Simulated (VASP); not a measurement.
# Au in VASP: a series of runs

The runs below take Au through single point, with LDA.

Program: VASP 6.6.1. These are calculated values, not measurements. Logs are shortened: lines on timing, memory, paths and dates and some standing lists are left out, and cuts for length are marked.

### Step 1. The cell of the first run

The cell holds a slab with vacuum, 16 atoms: a = 8.160 Å, b = 5.770 Å, c = 15.327 Å, α = 90.00°, β = 90.00°, γ = 90.00°.

### Step 2. Single point, LDA

The input, INCAR:

```
SYSTEM = Au
PREC = Accurate ; ENCUT = 520
EDIFF = 1E-6 ; ISMEAR = -1
SIGMA = 0.1 ; LREAL = Auto
LASPH = .TRUE. ; NELM = 100
ALGO = Normal ; ISIF = 2
LWAVE = .FALSE. ; LCHARG = .FALSE.
GGA = CA ; NBANDS = 102
```

The input, KPOINTS:

```
Automatic mesh
0
G
  2 3 1
  0 0 0
```

The input, POSCAR:

```
Au
1.0
    8.1600000000      0.0000000000      0.0000000000
    0.0000000000      5.7699910000      0.0000000000
    0.0000000000      0.0000000000     15.3274940000
Au
16
Direct
    0.2500000000      0.2500003899      0.0652422373
    0.7500000000      0.2500003899      0.0652422373
    0.2500000000      0.7500011698      0.0652422373
    0.7500000000      0.7500011698      0.0652422373
    0.0034803922     -0.0011265182      0.1317306012
    0.5160784314      0.0198787138      0.1381961069
    0.0156250000      0.4998967936      0.1375567330
    0.5031985294      0.5354774384      0.1465471133
    0.2654534314      0.2000696362      0.2426685015
    0.7508700980      0.2054422615      0.2622803180
    0.2708333333      0.6948364391      0.2621041639
    0.7632843137      0.7103303974      0.2564476620
    0.0224754902     -0.0634143104      0.3319133578
    0.5021323529     -0.0553033792      0.3316719615
   -0.0015931373      0.4561878866      0.3169663612
    0.5078553922      0.4297580360      0.3347057255
```

Potentials or basis: VASP PAW LDA potentials, release 64 (Au).

The run is started by

```console
> cat potpaw_LDA.64/Au/POTCAR > POTCAR
> mpirun -np 1 vasp_std > vasp.out
```

OUTCAR:

```text
SYSTEM = Au
   PREC = Accurate
   ENCUT = 520
   EDIFF = 1E-6
   ISMEAR = -1
   LREAL = Auto
   LASPH = .TRUE.
   NELM = 100
   ISIF = 2
   GGA = CA

 ion  position               nearest neighbor table
   1  0.250  0.250  0.065-   7 2.64   5 2.68   9 2.74   6 2.78   3 2.88   3 2.89   8 2.92
   2  0.750  0.250  0.065-   6 2.58   5 2.72   7 2.83   8 2.88   4 2.88   4 2.89  10 3.03
   3  0.250  0.750  0.065-   7 2.64   5 2.67   8 2.71   1 2.88   1 2.89   6 2.90  11 3.04
   4  0.750  0.750  0.065-   8 2.67   6 2.71   5 2.72   7 2.83   2 2.88   2 2.89  12 2.94
   5  0.003  0.999  0.132-   3 2.67   1 2.68   4 2.72   2 2.72   7 2.88   7 2.89   9 2.97  13 3.09
                            10 3.11  12 3.20  11 3.44
   6  0.516  0.020  0.138-   2 2.58   4 2.71   1 2.78   9 2.80   8 2.80   3 2.90  10 2.90   8 2.98
                            14 3.00  12 3.25  11 3.34
   7  0.016  0.500  0.138-   1 2.64   3 2.64  15 2.77   2 2.83   4 2.83   5 2.88   5 2.89  12 3.01
                            11 3.04   9 3.12  10 3.35
   8  0.503  0.535  0.147-   4 2.67   3 2.71  11 2.75   6 2.80   2 2.88  12 2.89   1 2.92  16 2.95
                             6 2.98   9 3.11  10 3.30
   9  0.265  0.200  0.243-   1 2.74  16 2.77  14 2.79   6 2.80  13 2.85  15 2.87  11 2.87  11 2.93
                             5 2.97   8 3.11   7 3.12
  10  0.751  0.205  0.262-  16 2.62  15 2.62  14 2.74  12 2.86   6 2.90  13 2.91  12 2.92   2 3.03
                             5 3.11   8 3.30   7 3.35
  11  0.271  0.695  0.262-  14 2.60  13 2.68  16 2.71  15 2.75   8 2.75   9 2.87   9 2.93   3 3.04
                             7 3.04   6 3.34   5 3.44
  12  0.763  0.710  0.256-  15 2.59  13 2.74  14 2.77  10 2.86   8 2.89  16 2.90  10 2.92   4 2.94
                             7 3.01   5 3.20   6 3.25
  13  0.022  0.937  0.332-  11 2.68  12 2.74  15 2.79   9 2.85  10 2.91  15 3.01   5 3.09
  14  0.502  0.945  0.332-  11 2.60  10 2.74  12 2.77   9 2.79  16 2.80  16 2.97   6 3.00
  15  0.998  0.456  0.317-  12 2.59  10 2.62  11 2.75   7 2.77  13 2.79   9 2.87  13 3.01
  16  0.508  0.430  0.335-  10 2.62  11 2.71   9 2.77  14 2.80  12 2.90   8 2.95  14 2.97

  LATTYP: Found a simple orthorhombic cell.
 ALAT       =     5.7699910000
 B/A-ratio  =     1.4142136444
 C/A-ratio  =     2.6564155819

  Lattice vectors:

 A1 = (   0.0000000000,  -5.7699910000,   0.0000000000)
 A2 = (   8.1600000000,   0.0000000000,   0.0000000000)
 A3 = (   0.0000000000,   0.0000000000,  15.3274940000)

Analysis of symmetry for initial positions (statically):
=====================================================================
 Subroutine PRICEL returns:
 Original cell was already a primitive cell.

 Routine SETGRP: Setting up the symmetry group for a
 simple orthorhombic supercell.

 Subroutine GETGRP returns: Found  1 space group operations
 (whereof  1 operations were pure point group operations)
 out of a pool of  8 trial point group operations.

The static configuration has the point symmetry C_1 .

Analysis of symmetry for dynamics (positions and initial velocities):
=====================================================================
 Subroutine PRICEL returns:
 Original cell was already a primitive cell.

 Routine SETGRP: Setting up the symmetry group for a
 simple orthorhombic supercell.

 Subroutine GETGRP returns: Found  1 space group operations
 (whereof  1 operations were pure point group operations)
 out of a pool of  8 trial point group operations.

The dynamic configuration has the point symmetry C_1 .

 Subroutine INISYM returns: Found  1 space group operations
 (whereof  1 operations are pure point group operations),
 and found     1 'primitive' translations

----------------------------------------------------------------------------------------

                                     Primitive cell

  volume of cell :     721.6663

  direct lattice vectors                    reciprocal lattice vectors
     8.160000000  0.000000000  0.000000000     0.122549020  0.000000000  0.000000000
     0.000000000  5.769991000  0.000000000     0.000000000  0.173310496  0.000000000
     0.000000000  0.000000000 15.327494000     0.000000000  0.000000000  0.065242237

  length of vectors
     8.160000000  5.769991000 15.327494000     0.122549020  0.173310496  0.065242237

  position of ions in fractional coordinates (direct lattice)
     0.250000000  0.250000390  0.065242237
     0.750000000  0.250000390  0.065242237
     0.250000000  0.750001170  0.065242237
     0.750000000  0.750001170  0.065242237
     0.003480392  0.998873482  0.131730601
     0.516078431  0.019878714  0.138196107
[... 8 lines left out ...]
     0.998406863  0.456187887  0.316966361
     0.507855392  0.429758036  0.334705726

  ion indices of the primitive-cell ions
   primitive index   ion index
                 1           1
                 2           2
                 3           3
                 4           4
                 5           5
                 6           6
[... 8 lines left out ...]
                15          15
                16          16

----------------------------------------------------------------------------------------

 KPOINTS: Automatic mesh

Automatic generation of k-mesh.
 Grid dimensions read from file:
 generate k-points for:    2    3    1

 Generating k-lattice:

  Cartesian coordinates                     Fractional coordinates (reciprocal lattice)
     0.061274510  0.000000000  0.000000000     0.500000000  0.000000000  0.000000000
     0.000000000  0.057770165  0.000000000     0.000000000  0.333333333  0.000000000
     0.000000000  0.000000000  0.065242237     0.000000000  0.000000000  1.000000000

  Length of vectors
     0.061274510  0.057770165  0.065242237

  Shift w.r.t. Gamma in fractional coordinates (k-lattice)
     0.000000000  0.000000000  0.000000000

 Subroutine IBZKPT returns following result:
 ===========================================

 Found      4 irreducible k-points:

 Following reciprocal coordinates:
            Coordinates               Weight
  0.000000  0.000000  0.000000      1.000000
  0.500000  0.000000  0.000000      1.000000
  0.000000  0.333333  0.000000      2.000000
  0.500000  0.333333  0.000000      2.000000
   k-points           NKPTS =      4   k-points in BZ     NKDIM =      4   number of bands    NBANDS=    102
   number of dos      NEDOS =    301   number of ions     NIONS =     16
   total plane-waves  NPLWV = 368640
   dimension x,y,z NGX =    64 NGY =   48 NGZ =  120
   dimension x,y,z NGXF=   128 NGYF=   96 NGZF=  240
   ions per type =              16
   NGX,Y,Z   is equivalent  to a cutoff of  13.04, 13.83, 13.02 a.u.
   NGXF,Y,Z  is equivalent  to a cutoff of  26.08, 27.66, 26.03 a.u.
 SYSTEM =  Au
   PREC   = accura    normal or accurate (medium, high low for compatibility)
   ISTART =      0    job   : 0-new  1-cont  2-samecut
   ICHARG =      2    charge: 1-file 2-atom 10-const
   ISPIN  =      1    spin polarized calculation?
   LNONCOLLINEAR =      F non collinear calculations
   LSORBIT =      F    spin-orbit coupling
   LASPH  =      T    aspherical Exc in radial PAW
   ENCUT  =  520.0 eV  38.22 Ry    6.18 a.u.  15.17 10.73 28.50*2*pi/ulx,y,z
   NELM   =    100;   NELMIN=  2; NELMDL= -5     # of ELM steps
   EDIFF  = 0.1E-05   stopping-criterion for ELM
   LREAL  =      T    real-space projection
   EDIFFG = 0.1E-04   stopping-criterion for IOM
   NSW    =      0    number of steps for IOM
   IBRION =     -1    ionic relax: 0-MD 1-quasi-New 2-CG
   NFREE  =      0    steps in history (QN), initial steepest desc. (CG)
   ISIF   =      2    stress and relaxation
   ISYM   =      2    0-nonsym 1-usesym 2-fastsym
   POTIM  = 0.5000    time-step for ionic-motion
   TEBEG  =    0.0;   TEEND  =   0.0 temperature during run
   PSTRESS=    0.0 pullay stress
   NELECT =     176.0000    total number of electrons
   NUPDOWN=      -1.0000    fix difference up-down
   EMIN   =  10.00;   EMAX   =-10.00  energy-range for DOS
   EFERMI =   0.00;   METHOD = LEGACY
   ISMEAR =    -1;   SIGMA  =   0.10  broadening in eV -4-tet -1-fermi 0-gaus
   EFERMI_NEDOS =   21; number of points for ismear=-14 and -15
   IALGO  =     38    algorithm
   IMIX   =      4    mixing-type and parameters
     AMIX     =   0.40;   BMIX     =  1.00
     AMIX_MAG =   1.60;   BMIX_MAG =  1.00
  volume/ion in A,a.u.               =      45.10       304.38
  Fermi-wavevector in a.u.,A,eV,Ry     =   1.022822  1.932854 14.233948  1.046166
  Thomas-Fermi vector in A             =   2.156523
   LORBIT       =      0    0 simple, 1 ext, 2 COOP (PROOUT), +10 PAW based schemes
   GGA     = CA    functional components
   LHFCALC =     F    Hartree Fock is set to
   AEXX    =    0.0000 exact exchange contribution
   IVDW    =     0    specifies the selected vdW correction
   LEPSILON=     F    determine dielectric tensor
   LRPA    =     F    only Hartree local field effects (RPA)
 non-spin polarized calculation
  energy-cutoff  :      520.00
  volume of cell :      721.67
 maximum number of plane-waves:     19462
 NGX is ok and might be reduce to    64
   NGX = 31   NGY = 21   NGZ = 57

 number of electron     176.0000006 magnetization

 Free energy of the ion-electron system (eV)
  ---------------------------------------------------
  ext. energy  EPLUGINS =         0.00000000
  ---------------------------------------------------
  free energy    TOTEN  =       -62.15965632 eV

  energy without entropy =      -61.93674120  energy(sigma->0) =      -62.04819876

 E-fermi :   0.0904     XC(G=0):  -6.0529

 val. band max:        0.0312955278   @ k =   0.0000   0.3333   0.0000
 cond. band min:       0.0942103522   @ k =   0.0000   0.3333   0.0000
 fundamental gap:      0.0629148244
 Fermi energy:         0.0903587306

 k-point     1 :       0.0000    0.0000    0.0000
  band No.  band energies     occupation
      1      -8.6079      2.00000
      2      -6.9500      2.00000
      3      -6.8465      2.00000
      4      -6.7844      2.00000
      5      -6.4462      2.00000
      6      -6.3410      2.00000
[... 401 lines left out ...]
     99       4.0874      0.00000
    100       4.2496      0.00000
 [bands above 100 left out]

------------------------ aborting loop because EDIFF is reached ----------------------------------------

  FORCE on cell =-STRESS in cart. coord.  units (eV):
  Direction    XX          YY          ZZ          XY          YZ          ZX
  --------------------------------------------------------------------------------------
  -------------------------------------------------------------------------------------
  Total        4.5505492    -21.8163867     -2.1614140      0.1949882     -0.4920457     -1.6452424
  in kB       10.1027114    -48.4347381     -4.7985729      0.4328950     -1.0923946     -3.6526160
  external PRESSURE =     -14.3768665 kB  Pullay stress =       0.0000000 kB

 VOLUME and BASIS-vectors are now :
 -----------------------------------------------------------------------------
  energy-cutoff  :      520.00
  volume of cell :      721.67
      direct lattice vectors                 reciprocal lattice vectors
     8.160000000  0.000000000  0.000000000     0.122549020  0.000000000  0.000000000
     0.000000000  5.769991000  0.000000000     0.000000000  0.173310496  0.000000000
     0.000000000  0.000000000 15.327494000     0.000000000  0.000000000  0.065242237

 POSITION                                       TOTAL-FORCE (eV/Angst)
 -----------------------------------------------------------------------------------
      2.04000      1.44250      1.00000         0.845908     -0.004083     -0.294621
      6.12000      1.44250      1.00000         0.509634      0.849264      0.143351
      2.04000      4.32750      1.00000         0.649586      0.367793      0.025627
      6.12000      4.32750      1.00000         0.479984     -0.231965      0.111852
      0.02840      5.76349      2.01910        -0.374342      0.063472      0.494913
      4.21120      0.11470      2.11820        -0.917307     -0.257496      0.267762
[... 8 lines left out ...]
      8.14700      2.63220      4.85830         1.215305     -0.702068      0.542580
      4.14410      2.47970      5.13020        -0.134824      0.441142     -0.099879
 -----------------------------------------------------------------------------------
    total drift:                                0.000023      0.001432     -0.000624

  FREE ENERGIE OF THE ION-ELECTRON SYSTEM (eV)
  ---------------------------------------------------
  free  energy   TOTEN  =       -62.1596563162 eV

  energy  without entropy=      -61.9367411984  energy(sigma->0) =      -62.04819876
```

It took 8.5 min on 1 thread of Oxide Virtual Turin-like, shared host; peak memory 0.59 GiB.

What came out:

```yaml
Free_energy: -62.1597 eV
Largest_force: 1.505 eV/Å
Band_gap_on_the_k_mesh: zero (bands 88 and 89 overlap by 0.23 eV)
```

Forces on the atoms (eV/Å):
```
Au   0.846 -0.004 -0.295
Au   0.510  0.849  0.143
Au   0.650  0.368  0.026
Au   0.480 -0.232  0.112
Au  -0.374  0.063  0.495
Au  -0.917 -0.257  0.268
Au  -1.086  0.051  0.052
Au   0.063 -0.793 -0.138
Au  -0.517 -0.082  0.668
Au   0.528 -0.763 -0.467
Au  -0.689 -0.226 -0.330
Au  -0.853  0.434 -0.246
Au  -0.176  0.702 -0.726
Au   0.456  0.150 -0.005
Au   1.215 -0.702  0.543
Au  -0.135  0.441 -0.100
```

Levels at points of the mesh, in eV from the Fermi level:
| k point | band 85 | band 86 | band 87 | band 88 | band 89 | band 90 |
| --- | --- | --- | --- | --- | --- | --- |
| (0.00, 0.00, 0.00) | -1.21 | -1.13 | -0.54 | 0.17 | 0.31 | 0.89 |
| (0.50, 0.00, 0.00) | -0.18 | -0.14 | 0.08 | 0.10 | 0.39 | 0.46 |

Caveat: the k points lie up to 0.38 Å⁻¹ apart; there is no dipole correction, which matters where the two faces differ; spin-orbit coupling is left out, which moves the levels of the heavy elements.

### Step 3. Single point, LDA

The input, INCAR:

```
  PREC = Accurate
  ENCUT = 520
  EDIFF = 1E-6
  ISMEAR = -1
  SIGMA = 0.1
  LREAL = Auto
  LASPH = T
  NELM = 100
  ALGO = Normal
  ISIF = 2
  LWAVE = F
  LCHARG = F
  NBANDS = 102
```

The input, KPOINTS:

```
Automatic mesh
0
Gamma
  2 3 1
```

The input, POSCAR:

```
Au
1.0
    8.1600000000      0.0000000000      0.0000000000
    0.0000000000      5.7699910000      0.0000000000
    0.0000000000      0.0000000000     15.3274940000
Au
16
Direct
    0.2500000000      0.2500003899      0.0652422373
    0.7500000000      0.2500003899      0.0652422373
    0.2500000000      0.7500011698      0.0652422373
    0.7500000000      0.7500011698      0.0652422373
    0.0029411765     -0.0137781844      0.1371196100
    0.5074264706      0.0087695111      0.1415626064
    0.0178308824      0.4842295248      0.1276790583
    0.5107598039      0.5244028977      0.1222052346
    0.2481127451      0.1895496891      0.2516327849
    0.7526960784      0.2063261450      0.2426945983
    0.2625245098      0.7179040661      0.2639831404
    0.7568014706      0.6936405967      0.2444039450
   -0.0027696078     -0.0777470883      0.3267918422
    0.5415563725     -0.0581803334      0.3268897055
   -0.0005392157      0.4394980859      0.3092808257
    0.5022303922      0.4426003437      0.3077280604
```

Potentials or basis: VASP PAW LDA potentials, release 64 (Au).

The run is started by

```console
> cat potpaw_LDA.64/Au/POTCAR > POTCAR
> mpirun -np 1 vasp_std > vasp.out
```

Wall time 10 min (1 thread of Oxide Virtual Turin-like, shared host); peak memory 0.58 GiB.

It converged, with:

```
Free energy            : -62.0599 eV
Largest force          : 1.990 eV/Å
Band gap on the k mesh : zero (bands 88 and 89 overlap by 0.27 eV)
```

Forces on the atoms (eV/Å):
```
Au   1.338 -0.735 -0.299
Au   0.509 -0.153 -0.450
Au   0.491  0.567 -0.063
Au   1.427  0.763 -0.748
Au  -0.143  0.163  0.154
Au  -0.800  0.041 -0.137
Au  -1.677  0.605  0.443
Au  -1.558 -1.092  0.583
Au   0.381 -0.230  0.104
Au   0.691 -0.431  0.113
Au   0.003 -0.150 -0.262
Au   0.276 -0.088 -0.342
Au  -0.255  0.705 -0.261
Au  -1.266  0.257  0.101
Au   0.564  0.010  0.647
Au   0.019 -0.232  0.417
```

Levels at points of the mesh, in eV from the Fermi level:
| k point | band 85 | band 86 | band 87 | band 88 | band 89 | band 90 |
| --- | --- | --- | --- | --- | --- | --- |
| (0.00, 0.00, 0.00) | -1.19 | -1.13 | -0.46 | 0.11 | 0.23 | 0.77 |
| (0.50, 0.00, 0.00) | -0.24 | -0.22 | 0.14 | 0.19 | 0.26 | 0.36 |

Caveat: the k points lie up to 0.38 Å⁻¹ apart; there is no dipole correction, which matters where the two faces differ; spin-orbit coupling is left out, which moves the levels of the heavy elements.

(Part 1 of 2 ends here.)

The gap in the log of VASP goes by the Fermi energy; the results here count the filled bands.